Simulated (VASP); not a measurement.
Set up this calculation in VASP 6.6.1, as the native input.

```yaml
Task: relaxation of cell and atoms
Functional: PBEsol
Potentials_or_basis: VASP PAW PBE potentials, release 64 (Sr_sv)
Cutoff: 600 eV
k_mesh: 6 × 6 × 3
Occupations: methfessel-paxton, width 0.05 eV
Spin: no spin polarisation
Target_pressure: 5 GPa
Dipole_correction: no
Further_INCAR_settings: ALGO = Normal; EDIFF = 1e-06; IBRION = 2; EDIFFG = -0.03; NSW = 80; ISIF = 3
```

The structure of Sr lies in POSCAR:

```
Sr
1.0
    4.3000000000      0.0000000000      0.0000000000
   -2.1500000000      3.7239092363      0.0000000000
    0.0000000000      0.0000000000      7.0219000000
Sr
2
Direct
    0.3333333333      0.6666666667      0.2500000000
    0.6666666667      0.3333333333      0.7500000000
```

This isn't the form of Sr at room conditions, which is fcc.

These files were run (other wordings do the same):

INCAR

```
SYSTEM = Sr
ALGO     = Normal         ! electronic algorithm
EDIFF    = 1E-6           ! SCF threshold, eV
EDIFFG   = -0.03          ! ionic threshold
ENCUT    = 600            ! plane-wave cutoff, eV
GGA      = PS             ! functional
IBRION   = 2              ! ionic algorithm
ISIF     = 3              ! what is computed and relaxed
ISMEAR   = 1              ! smearing method
LASPH    = .TRUE.         ! aspherical terms in the spheres
LCHARG   = .FALSE.        ! write CHGCAR
LREAL    = .FALSE.        ! projectors in reciprocal space
LWAVE    = .FALSE.        ! write WAVECAR
NELM     = 80             ! most SCF steps
NSW      = 80             ! ionic steps
PREC     = Accurate       ! precision mode
PSTRESS  = 50.0         
SIGMA    = 0.05           ! smearing width, eV
```

KPOINTS

```
k-points
0
G
  6 6 3
  0 0 0
```

Potentials or basis: VASP PAW PBE potentials, release 64 (Sr_sv).

The run is started by

```bash
$ cat potpaw_PBE.64/Sr_sv/POTCAR > POTCAR
$ mpirun -np 1 vasp_std > vasp.out
```

It gave:

```
Relaxed volume                                             : 38.75 Å³/atom
Relaxed cell                                               : a = 3.766 Å, b = 3.766 Å, c = 6.310 Å, α = 90.00°, β = 90.00°, γ = 120.00°
Space group after relaxing (to 0.1 Å)                      : P6_3/mmc (No. 194)
Energy change on relaxing (the run minimises the enthalpy) : +169.4 meV/atom
Ionic steps                                                : 14
Pressure after relaxing                                    : 5.1 GPa
Band gap on the k mesh                                     : zero (bands 10 and 11 overlap by 0.47 eV)
```

Caveat: the cell is relaxed towards a set pressure, so the run minimises the enthalpy, not the energy; the volume moved by over 15 % at a fixed basis, so the end points are rough; the PAW data sets were made with another functional, which shifts forces and pressure a little.

It took 2.8 min on 1 thread of Intel(R) Xeon(R) Platinum 8488C (Sapphire Rapids) (shared host), peak memory 0.27 GiB.
